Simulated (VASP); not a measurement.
# WC4 (Pm-3m) in VASP: density of states with PBE

Aim: the density of states of WC4 with PBE.

Program: VASP 6.6.1. These are calculated values, not measurements. Logs are shortened: lines on timing, memory, paths and dates and some standing lists are left out, and cuts for length are marked.

**1. The cell of the first run**

The structure is cubic, space group Pm-3m (No. 221). Conventional cell: a = 4.088 Å, b = 4.088 Å, c = 4.088 Å, α = 90.00°, β = 90.00°, γ = 90.00°. Within 2.7 Å of W (site symmetry m-3m) lie 6 C at 2.04 Å. Within 2.7 Å of C (site symmetry 4/mmm) lie 2 W at 2.04 Å. Within 3.8 Å of C (site symmetry m-3m) lie 12 C at 2.89 Å and 8 W at 3.54 Å.

**2. Density of states, PBE**

The input, POSCAR:

```
WC4
1.0
    4.0875585500      0.0000000000      0.0000000000
    0.0000000000      4.0875585500      0.0000000000
    0.0000000000      0.0000000000      4.0875585500
W C
1 4
Direct
    0.5000000000      0.5000000000      0.5000000000
    0.0000000000      0.5000000000      0.5000000000
    0.5000000000      0.0000000000      0.5000000000
    0.5000000000      0.5000000000      0.0000000000
    0.0000000000      0.0000000000      0.0000000000
```

The input, INCAR.step1:

```
SYSTEM = WC4
  PREC = Accurate
  ENCUT = 520
  EDIFF = 1E-6
  ISMEAR = 0
  SIGMA = 0.1
  LREAL = .FALSE.
  LASPH = .TRUE.
  NELM = 80
  ALGO = Normal
  ISIF = 2
  LWAVE = .FALSE.
  LCHARG = .TRUE.
  LMAXMIX = 4
  GGA = PE
  NBANDS = 23
```

The input, KPOINTS.step1:

```
Automatic mesh
0
G
  10 10 10
  0 0 0
```

The input, INCAR.step2:

```
SYSTEM = WC4
  PREC = Accurate
  ENCUT = 520
  EDIFF = 1E-6
  ISMEAR = -5
  SIGMA = 0.1
  LREAL = .FALSE.
  LASPH = .TRUE.
  NELM = 80
  ALGO = Normal
  ISIF = 2
  LWAVE = .FALSE.
  LCHARG = .FALSE.
  LMAXMIX = 4
  GGA = PE
  LORBIT = 10
  NBANDS = 23
  NEDOS = 2001
  ICHARG = 11
```

The input, KPOINTS.step2:

```
Automatic mesh
0
G
  15 15 15
  0 0 0
```

Potentials or basis: VASP PAW PBE potentials, release 64 (W_sv, C).

Started as:

```console
cat potpaw_PBE.64/W_sv/POTCAR potpaw_PBE.64/C/POTCAR > POTCAR
cp INCAR.step1 INCAR
cp KPOINTS.step1 KPOINTS
mpirun -np 1 vasp_std > vasp.out
cp INCAR.step2 INCAR
cp KPOINTS.step2 KPOINTS
mpirun -np 1 vasp_std > vasp.out
```

OUTCAR:

```text
SYSTEM = WC4
   PREC = Accurate
   ENCUT = 520
   EDIFF = 1E-6
   ISMEAR = -5
   LREAL = .FALSE.
   LASPH = .TRUE.
   NELM = 80
   ISIF = 2
   GGA = PE
   LORBIT = 10
   ICHARG = 11

 ion  position               nearest neighbor table
   1  0.500  0.500  0.500-   2 2.04   3 2.04   4 2.04   4 2.04   3 2.04   2 2.04
   2  0.000  0.500  0.500-   1 2.04   1 2.04
   3  0.500  0.000  0.500-   1 2.04   1 2.04
   4  0.500  0.500  0.000-   1 2.04   1 2.04
   5  0.000  0.000  0.000-

  LATTYP: Found a simple cubic cell.
 ALAT       =     4.0875585500

  Lattice vectors:

 A1 = (   4.0875585500,   0.0000000000,   0.0000000000)
 A2 = (   0.0000000000,   4.0875585500,   0.0000000000)
 A3 = (   0.0000000000,   0.0000000000,   4.0875585500)

Analysis of symmetry for initial positions (statically):
=====================================================================
 Subroutine PRICEL returns:
 Original cell was already a primitive cell.

 Routine SETGRP: Setting up the symmetry group for a
 simple cubic supercell.

 Subroutine GETGRP returns: Found 48 space group operations
 (whereof 48 operations were pure point group operations)
 out of a pool of 48 trial point group operations.

The static configuration has the point symmetry O_h .

Analysis of symmetry for dynamics (positions and initial velocities):
=====================================================================
 Subroutine PRICEL returns:
 Original cell was already a primitive cell.

 Routine SETGRP: Setting up the symmetry group for a
 simple cubic supercell.

 Subroutine GETGRP returns: Found 48 space group operations
 (whereof 48 operations were pure point group operations)
 out of a pool of 48 trial point group operations.

The dynamic configuration has the point symmetry O_h .

 Subroutine INISYM returns: Found 48 space group operations
 (whereof 48 operations are pure point group operations),
 and found     1 'primitive' translations

----------------------------------------------------------------------------------------

                                     Primitive cell

  volume of cell :      68.2955

  direct lattice vectors                    reciprocal lattice vectors
     4.087558550  0.000000000  0.000000000     0.244644814  0.000000000  0.000000000
     0.000000000  4.087558550  0.000000000     0.000000000  0.244644814  0.000000000
     0.000000000  0.000000000  4.087558550     0.000000000  0.000000000  0.244644814

  length of vectors
     4.087558550  4.087558550  4.087558550     0.244644814  0.244644814  0.244644814

  position of ions in fractional coordinates (direct lattice)
     0.500000000  0.500000000  0.500000000
     0.000000000  0.500000000  0.500000000
     0.500000000  0.000000000  0.500000000
     0.500000000  0.500000000  0.000000000
     0.000000000  0.000000000  0.000000000

  ion indices of the primitive-cell ions
   primitive index   ion index
                 1           1
                 2           2
                 3           3
                 4           4
                 5           5

----------------------------------------------------------------------------------------

 KPOINTS: Automatic mesh

Automatic generation of k-mesh.
 Grid dimensions read from file:
 generate k-points for:   15   15   15

 Generating k-lattice:

  Cartesian coordinates                     Fractional coordinates (reciprocal lattice)
     0.016309654  0.000000000  0.000000000     0.066666667  0.000000000  0.000000000
     0.000000000  0.016309654  0.000000000     0.000000000  0.066666667  0.000000000
     0.000000000  0.000000000  0.016309654     0.000000000  0.000000000  0.066666667

  Length of vectors
     0.016309654  0.016309654  0.016309654

  Shift w.r.t. Gamma in fractional coordinates (k-lattice)
     0.000000000  0.000000000  0.000000000

 TETIRR: Found   1667 inequivalent tetrahedra from    20250

 Subroutine IBZKPT returns following result:
 ===========================================

 Found    120 irreducible k-points:

 Following reciprocal coordinates:
            Coordinates               Weight
  0.000000  0.000000  0.000000      1.000000
  0.066667  0.000000  0.000000      6.000000
  0.133333  0.000000  0.000000      6.000000
  0.200000  0.000000  0.000000      6.000000
  0.266667  0.000000  0.000000      6.000000
  0.333333  0.000000  0.000000      6.000000
[... 16 lines left out ...]
  0.266667  0.200000  0.000000     24.000000
  0.333333  0.200000  0.000000     24.000000
 [... further k-points ...]
   k-points           NKPTS =    120   k-points in BZ     NKDIM =    120   number of bands    NBANDS=     23
   number of dos      NEDOS =   2001   number of ions     NIONS =      5
   total plane-waves  NPLWV =  27000
   dimension x,y,z NGX =    30 NGY =   30 NGZ =   30
   dimension x,y,z NGXF=    60 NGYF=   60 NGZF=   60
   ions per type =               1   4
   NGX,Y,Z   is equivalent  to a cutoff of  12.20, 12.20, 12.20 a.u.
   NGXF,Y,Z  is equivalent  to a cutoff of  24.40, 24.40, 24.40 a.u.
 SYSTEM =  WC4
   PREC   = accura    normal or accurate (medium, high low for compatibility)
   ISTART =      0    job   : 0-new  1-cont  2-samecut
   ICHARG =     11    charge: 1-file 2-atom 10-const
   ISPIN  =      1    spin polarized calculation?
   LNONCOLLINEAR =      F non collinear calculations
   LSORBIT =      F    spin-orbit coupling
   LASPH  =      T    aspherical Exc in radial PAW
   ENCUT  =  520.0 eV  38.22 Ry    6.18 a.u.   7.60  7.60  7.60*2*pi/ulx,y,z
   NELM   =     80;   NELMIN=  2; NELMDL=  0     # of ELM steps
   EDIFF  = 0.1E-05   stopping-criterion for ELM
   LREAL  =      F    real-space projection
   EDIFFG = 0.1E-04   stopping-criterion for IOM
   NSW    =      0    number of steps for IOM
   IBRION =     -1    ionic relax: 0-MD 1-quasi-New 2-CG
   NFREE  =      0    steps in history (QN), initial steepest desc. (CG)
   ISIF   =      2    stress and relaxation
   ISYM   =      2    0-nonsym 1-usesym 2-fastsym
   POTIM  = 0.5000    time-step for ionic-motion
   TEBEG  =    0.0;   TEEND  =   0.0 temperature during run
   PSTRESS=    0.0 pullay stress
   NELECT =      30.0000    total number of electrons
   NUPDOWN=      -1.0000    fix difference up-down
   EMIN   =  10.00;   EMAX   =-10.00  energy-range for DOS
   EFERMI =   0.00;   METHOD = LEGACY
   ISMEAR =    -5;   SIGMA  =   0.10  broadening in eV -4-tet -1-fermi 0-gaus
   EFERMI_NEDOS =   21; number of points for ismear=-14 and -15
   IALGO  =     38    algorithm
   IMIX   =      4    mixing-type and parameters
     AMIX     =   0.40;   BMIX     =  1.00
     AMIX_MAG =   1.60;   BMIX_MAG =  1.00
  volume/ion in A,a.u.               =      13.66        92.18
  Fermi-wavevector in a.u.,A,eV,Ry     =   1.244470  2.351708 21.071435  1.548707
  Thomas-Fermi vector in A             =   2.378736
   LORBIT       =     10    0 simple, 1 ext, 2 COOP (PROOUT), +10 PAW based schemes
   GGA     = PE    functional components
   LHFCALC =     F    Hartree Fock is set to
   AEXX    =    0.0000 exact exchange contribution
   IVDW    =     0    specifies the selected vdW correction
   LEPSILON=     F    determine dielectric tensor
   LRPA    =     F    only Hartree local field effects (RPA)
 non-spin polarized calculation
 Fermi weights with tetrahedron method with Bloechl corrections
  energy-cutoff  :      520.00
  volume of cell :       68.30
 maximum number of plane-waves:      1861

 number of electron      30.0000005 magnetization

 Free energy of the ion-electron system (eV)
  ---------------------------------------------------
  ext. energy  EPLUGINS =         0.00000000
  ---------------------------------------------------
  free energy    TOTEN  =       -33.77248406 eV

  energy without entropy =      -33.77248406  energy(sigma->0) =      -33.77248406

 E-fermi :   3.4782     XC(G=0): -10.4949

 val. band max:        3.5130608651   @ k =   0.1333   0.1333   0.0000
 cond. band min:       3.4137772333   @ k =   0.2667   0.2667   0.1333
 fundamental gap:     -0.0992836318
 Fermi energy:         3.4781932433

 k-point     1 :       0.0000    0.0000    0.0000
  band No.  band energies     occupation
      1     -70.0660      2.00000
      2     -34.3937      2.00000
      3     -34.3937      2.00000
      4     -34.3937      2.00000
      5      -8.9597      2.00000
      6      -6.1818      2.00000
[... 15 lines left out ...]
     22       6.0803      0.00000
     23       6.0803      0.00000

 k-point     2 :       0.0667    0.0000    0.0000
  band No.  band energies     occupation
      1     -70.0660      2.00000
      2     -34.3942      2.00000
      3     -34.3936      2.00000
      4     -34.3936      2.00000
      5      -8.9253      2.00000
      6      -6.1784      2.00000
[... 15 lines left out ...]
     22       6.0983      0.00000
     23       6.0983      0.00000

 k-point     3 :       0.1333    0.0000    0.0000
  band No.  band energies     occupation
      1     -70.0660      2.00000
      2     -34.3954      2.00000
      3     -34.3934      2.00000
      4     -34.3934      2.00000
      5      -8.8241      2.00000
      6      -6.1686      2.00000
[... 15 lines left out ...]
     22       6.2201      0.00000
     23       6.2201      0.00000

 k-point     4 :       0.2000    0.0000    0.0000
  band No.  band energies     occupation
      1     -70.0660      2.00000
      2     -34.3973      2.00000
      3     -34.3931      2.00000
      4     -34.3931      2.00000
      5      -8.6625      2.00000
      6      -6.1542      2.00000
[... 15 lines left out ...]
     22       6.5922      0.00000
     23       6.5922      0.00000

 k-point     5 :       0.2667    0.0000    0.0000
  band No.  band energies     occupation
      1     -70.0660      2.00000
      2     -34.3995      2.00000
      3     -34.3928      2.00000
      4     -34.3928      2.00000
      5      -8.4520      2.00000
      6      -6.1505      2.00000
[... 15 lines left out ...]
     22       7.1476      0.00000
     23       7.1476      0.00000

 k-point     6 :       0.3333    0.0000    0.0000
  band No.  band energies     occupation
      1     -70.0660      2.00000
      2     -34.4016      2.00000
      3     -34.3925      2.00000
      4     -34.3925      2.00000
      5      -8.2112      2.00000
      6      -6.2825      2.00000
[... 15 lines left out ...]
     22       7.7143      0.00000
     23       7.7143      0.00000

 k-point     7 :       0.4000    0.0000    0.0000
  band No.  band energies     occupation
      1     -70.0660      2.00000
      2     -34.4032      2.00000
      3     -34.3922      2.00000
      4     -34.3922      2.00000
      5      -7.9731      2.00000
      6      -6.4687      2.00000
[... 353 lines left out ...]
     22       8.1515      0.00000
     23       8.1554      0.00000

 k-point    21 :       0.4667    0.1333    0.0000
  band No.  band energies     occupation
      1     -70.0660      2.00000
      2     -34.4038      2.00000
      3     -34.3938      2.00000
      4     -34.3918      2.00000
      5      -7.6608      2.00000
      6      -6.5299      2.00000
[... 15 lines left out ...]
     22       8.4155      0.00000
     23       8.4169      0.00000

 k-point    22 :       0.2000    0.2000    0.0000
  band No.  band energies     occupation
      1     -70.0660      2.00000
      2     -34.3968      2.00000
      3     -34.3967      2.00000
      4     -34.3926      2.00000
      5      -8.3616      2.00000
      6      -6.1161      2.00000
[... 15 lines left out ...]
     22       6.5701      0.00000
     23       6.7994      0.00000

 k-point    23 :       0.2667    0.2000    0.0000
  band No.  band energies     occupation
      1     -70.0660      2.00000
      2     -34.3989      2.00000
      3     -34.3964      2.00000
      4     -34.3923      2.00000
      5      -8.1496      2.00000
      6      -6.1196      2.00000
[... 15 lines left out ...]
     22       7.0877      0.00000
     23       7.2372      0.00000

 k-point    24 :       0.3333    0.2000    0.0000
  band No.  band energies     occupation
      1     -70.0660      2.00000
      2     -34.4010      2.00000
      3     -34.3961      2.00000
      4     -34.3919      2.00000
      5      -7.9079      2.00000
      6      -6.1691      2.00000
[... 15 lines left out ...]
     22       7.6708      0.00000
     23       7.7388      0.00000

 [... further k-points ...]
[... 5 lines left out ...]
  --------------------------------------------------------------------------------------
  -------------------------------------------------------------------------------------
  Total        0.2518545      0.2518545      0.2518545      0.0000000      0.0000000     -0.0000000
  in kB        5.9083796      5.9083796      5.9083796      0.0000000      0.0000000     -0.0000000
  external PRESSURE =       5.9083796 kB  Pullay stress =       0.0000000 kB

 VOLUME and BASIS-vectors are now :
 -----------------------------------------------------------------------------
  energy-cutoff  :      520.00
  volume of cell :       68.30
      direct lattice vectors                 reciprocal lattice vectors
     4.087558550  0.000000000  0.000000000     0.244644814  0.000000000  0.000000000
     0.000000000  4.087558550  0.000000000     0.000000000  0.244644814  0.000000000
     0.000000000  0.000000000  4.087558550     0.000000000  0.000000000  0.244644814

 POSITION                                       TOTAL-FORCE (eV/Angst)
 -----------------------------------------------------------------------------------
      2.04378      2.04378      2.04378         0.000000      0.000000      0.000000
      0.00000      2.04378      2.04378         0.000000      0.000000      0.000000
      2.04378      0.00000      2.04378         0.000000      0.000000      0.000000
      2.04378      2.04378      0.00000         0.000000      0.000000      0.000000
      0.00000      0.00000      0.00000         0.000000      0.000000      0.000000
 -----------------------------------------------------------------------------------
    total drift:                                0.000000      0.000000     -0.000000

  FREE ENERGIE OF THE ION-ELECTRON SYSTEM (eV)
  ---------------------------------------------------
  free  energy   TOTEN  =       -33.7724840622 eV

  energy  without entropy=      -33.7724840622  energy(sigma->0) =      -33.77248406

 total charge

# of ion       s       p       d       tot
------------------------------------------
    1        2.441   6.556   3.342  12.339
    2        0.992   1.238   0.000   2.230
    3        0.992   1.238   0.000   2.230
    4        0.992   1.238   0.000   2.230
    5        1.091   0.830   0.000   1.921
--------------------------------------------------
tot          6.507  11.100   3.342  20.949
```

Run time: 89 s. Hardware: 1 thread of Intel Xeon 6975P-C (Granite Rapids), shared host; peak memory 0.27 GiB.

Results:

* Valence electrons inside the program's atomic spheres: W 12.34; C 2.23, 1.92

Levels at points of the mesh, in eV from the Fermi level:
```tsv
k point	band 12	band 13	band 14	band 15	band 16	band 17	band 18	band 19
(0.00, 0.00, 0.00)	0.38	0.38	0.38	0.68	0.68	0.68	0.79	0.79
```

Caveat: spin-orbit coupling is left out, which moves the levels of the heavy elements; tetrahedron occupations give inexact forces and stress in metals.
